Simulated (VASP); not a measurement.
Wanted: the native input for a VASP 6.6.1 run.

```
Task                               : single point
Functional                         : PBE-based screened hybrid with 25 % exact exchange
Potentials or basis                : VASP PAW PBE potentials, release 64 (Ta_pv, N)
Cutoff                             : 520 eV
k mesh                             : 5 × 5 × 5
Occupations                        : fermi-dirac, width 0.05 eV
Spin                               : no spin polarisation
Dipole correction                  : no
Grid for exact exchange (PRECFOCK) : Normal
Share of exact exchange            : 0.25
Further INCAR settings             : ALGO = Normal; EDIFF = 1e-07; NBANDS = 15
Screening parameter                : 0.3 1/Å
```

Crystal: TaN.

```
Ta N
1.0
     2.93051    0.00000    0.00000
    -1.46526    2.53790    0.00000
     0.00000    0.00000    2.87338
Ta N
1 1
Cartesian
  0.0000 0.0000 1.4367
  1.4653 0.8460 0.0000
```

The input as run:

POSCAR

```
TaN
1.0
    2.9305131440      0.0000000000      0.0000000000
   -1.4652565720      2.5378988288      0.0000000000
    0.0000000000      0.0000000000      2.8733784960
Ta N
1 1
Direct
    0.0000000000      0.0000000000      0.5000000000
    0.6666666667      0.3333333333      0.0000000000
```

INCAR.step1

```
SYSTEM = TaN
PREC     = Accurate       ! precision mode
ENCUT    = 520            ! plane-wave cutoff, eV
EDIFF    = 1E-5           ! SCF threshold, eV
ISMEAR   = -1             ! smearing method
SIGMA    = 0.05           ! smearing width, eV
LREAL    = .False.        ! projectors in reciprocal space
LASPH    = .True.         ! aspherical terms in the spheres
NELM     = 80             ! most SCF steps
ALGO     = Normal         ! electronic algorithm
ISIF     = 2              ! what is computed and relaxed
LWAVE    = .True.         ! write WAVECAR
LCHARG   = .False.        ! write CHGCAR
NBANDS   = 15             ! bands
GGA      = PE             ! functional
```

INCAR.step2

```
SYSTEM = TaN
PREC     = Accurate       ! precision mode
ENCUT    = 520            ! plane-wave cutoff, eV
EDIFF    = 1E-7           ! SCF threshold, eV
ISMEAR   = -1             ! smearing method
SIGMA    = 0.05           ! smearing width, eV
LREAL    = .False.        ! projectors in reciprocal space
LASPH    = .True.         ! aspherical terms in the spheres
NELM     = 80             ! most SCF steps
ALGO     = Normal         ! electronic algorithm
ISIF     = 2              ! what is computed and relaxed
LWAVE    = .False.        ! write WAVECAR
LCHARG   = .False.        ! write CHGCAR
GGA      = PE             ! functional
LHFCALC  = .True.         ! exact exchange
AEXX     = 0.25           ! exact-exchange fraction
HFSCREEN = 0.3            ! screening, 1/A
PRECFOCK = Normal       
NBANDS   = 15             ! bands
ISTART   = 1
```

KPOINTS

```
regular mesh
0
Gamma
  5 5 5
  0 0 0
```

Potentials or basis: VASP PAW PBE potentials, release 64 (Ta_pv, N).

The run is started by

```bash
$ cat potpaw_PBE.64/Ta_pv/POTCAR potpaw_PBE.64/N/POTCAR > POTCAR
$ cp INCAR.step1 INCAR
$ mpirun -np 1 vasp_std > vasp.out
$ cp INCAR.step2 INCAR
$ mpirun -np 1 vasp_std > vasp.out
```

Results of the run:

```yaml
Pressure: -0.6 GPa
Band_gap_on_the_k_mesh: zero (filled and empty bands touch)
```

Caveat: the k points lie up to 0.50 Å⁻¹ apart; the PAW data sets were made with another functional, which shifts forces and pressure a little; spin-orbit coupling is left out, which moves the levels of the heavy elements.

Wall time 15 min on 1 thread of Intel Xeon 8259CL, with other jobs on the host, peak memory 0.23 GiB.
